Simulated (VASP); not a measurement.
Here is a VASP 6.6.1 calculation.

File INCAR:

```
ALGO = Normal ; EDIFF = 1E-7
ENCUT = 520 ; GGA = PE
ISIF = 2 ; ISMEAR = -1
LASPH = True ; LCHARG = True
LELF = True ; LREAL = False
LVHAR = True ; LWAVE = False
NBANDS = 12 ; NELM = 80
PREC = Accurate ; SIGMA = 0.1
```

The input KPOINTS:

```
k-points
0
Gamma
  15 15 15
```

The input POSCAR:

```
Au
1.0
    2.5230875905      0.0000000000      0.0000000000
    0.0000000000      2.5230875905      0.0000000000
    0.0000000000      0.0000000000      2.5230875905
Au
1
Direct
    0.0000000000      0.0000000000      0.0000000000
```

Potentials or basis: VASP PAW PBE potentials, release 64 (Au).

Run with:

```bash
$ cat potpaw_PBE.64/Au/POTCAR > POTCAR
$ mpirun -np 1 vasp_std > vasp.out
```

What does it give for the band gap on the k mesh?

Zero (an odd number of electrons rules out a gap without spin polarisation).

What does it give for the pressure?

54.5 GPa.

Caveat: the cell stands under pressure; spin-orbit coupling is left out, which moves the levels of the heavy elements.
